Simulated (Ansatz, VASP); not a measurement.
# Two plane-wave programs on C

```
C
1.0
     2.56738    0.00000    0.00000
    -1.28369    2.22342    0.00000
     0.00000    0.00000    8.46734
C
8
Direct
  0.00000 0.00000 0.00078
  0.33333 0.66667 0.24928
  0.00000 0.00000 0.50078
  0.66667 0.33333 0.74928
  0.00000 0.00000 0.18672
  0.33333 0.66667 0.43822
  0.00000 0.00000 0.68672
  0.66667 0.33333 0.93822
```

Alike in both runs: task single point; functional PBE; k mesh 9 × 9 × 4; no spin polarisation.

```csv
,VASP,Ansatz
version,VASP 6.6.1,Ansatz 0.2.0
potentials or method,"VASP PAW PBE potentials, release 64 (C)","plane waves, PAW"
plane-wave cutoff (eV),520,420
occupations,"gaussian, width 0.01 eV",fixed
valence electrons in the cell,32,32
```

|  | VASP | Ansatz | Ansatz less VASP |
| --- | --- | --- | --- |
| gap on the k mesh at the Fermi level (eV) | 4.41 | 4.42 | +0.011 |
| pressure (GPa) | -22.2 | -22.6 | -0.44 |
| traceless stress, the component that is largest in VASP (GPa) | -0.13 | -0.10 | +0.031 |
| rms of the force components (eV/Å) | 0.019 | 0.021 | +0.0016 |

Atom by atom the forces differ by 0.002 eV/Å (rms over components).
